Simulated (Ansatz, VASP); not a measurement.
One calculation of Ti5N6, two programs

The input INCAR:

```
PREC = Accurate
ENCUT = 520
EDIFF = 1E-6
ISMEAR = 0
SIGMA = 0.1
LREAL = False
LASPH = True
NELM = 60
ALGO = Normal
ISIF = 2
LWAVE = False
LCHARG = True
LDIPOL = True
IDIPOL = 3
DIPOL = 0.5 0.5 0.500
GGA = PS
LELF = True
LVHAR = True
LVACPOTAV = True
NBANDS = 56
```

The input KPOINTS:

```
Automatic mesh
0
Gamma
  12 12 1
```

POSCAR

```
Ti5N6
1.0
    2.9726300476      0.0000000000      0.0000000000
   -1.4863150238      2.5743731373      0.0000000000
    0.0000000000      0.0000000000     27.1357113512
N Ti
6 5
Direct
    0.3333333333      0.6666666667      0.2763885532
    0.0000000000      0.0000000000      0.3658331319
    0.6666666667      0.3333333333      0.4552777106
    0.3333333333      0.6666666667      0.5447222894
    0.0000000000      0.0000000000      0.6341668681
    0.6666666667      0.3333333333      0.7236114468
    0.6666666667      0.3333333333      0.3211108425
    0.3333333333      0.6666666667      0.4105554213
    0.0000000000      0.0000000000      0.5000000000
    0.6666666667      0.3333333333      0.5894445787
    0.3333333333      0.6666666667      0.6788891575
```

Input for Ansatz:

```yaml
crystal:
  lattice:
    - [2.9726300476, 0.0, 0.0]
    - [-1.4863150238, 2.5743731373, 0.0]
    - [0.0, 0.0, 27.1357113512]
  atoms:
    - { symbol: "N", position: [0.3333333333, 0.6666666667, 0.2763885532] }
    - { symbol: Ti, position: [0.6666666667, 0.3333333333, 0.3211108425] }
    - { symbol: "N", position: [0.0, 0.0, 0.3658331319] }
    - { symbol: Ti, position: [0.3333333333, 0.6666666667, 0.4105554213] }
    - { symbol: "N", position: [0.6666666667, 0.3333333333, 0.4552777106] }
    - { symbol: Ti, position: [0.0, 0.0, 0.5] }
    - { symbol: "N", position: [0.3333333333, 0.6666666667, 0.5447222894] }
    - { symbol: Ti, position: [0.6666666667, 0.3333333333, 0.5894445787] }
    - { symbol: "N", position: [0.0, 0.0, 0.6341668681] }
    - { symbol: Ti, position: [0.3333333333, 0.6666666667, 0.6788891575] }
    - { symbol: "N", position: [0.6666666667, 0.3333333333, 0.7236114468] }
basis:
  ecutwfc: 420
kpoints:
  mp_grid: { grid: [12, 12, 1] }
hamiltonian:
  xc: pbesol
scf:
  occupations: { method: gaussian, width: 0.1 }
output:
  forces: true
  stress: true
  eigenvalues: true
efield:
  axis: 3
  dipole_correction: true
  ramp_width: 0.04
```

Alike in both runs: task single point; functional PBEsol; k mesh 12 × 12 × 1; occupations gaussian, width 0.1 eV; no spin polarisation.

```csv
,VASP,Ansatz
version,VASP 6.6.1,Ansatz 0.2.0
potentials or method,"VASP PAW PBE potentials, release 64 (N, Ti_sv), cutoff 520 eV","scalar-relativistic, plane waves, PAW"
valence electrons in the cell,90,90
```

|  | VASP | Ansatz | Ansatz less VASP |
| --- | --- | --- | --- |
| gap on the k mesh at the Fermi level (eV) | none | none | - |
| rms of the force components (eV/Å) | 1.809 | 1.815 | +0.0059 |
| work function, face that differs most (eV) | 8.10 | 8.10 | +0.001 |

VASP's potentials were made for PBE, not for PBEsol. A gap of «none» marks a metal or a gap that the smearing closes. With one functional, cell and mesh, what is left measures potentials, basis and numerics.
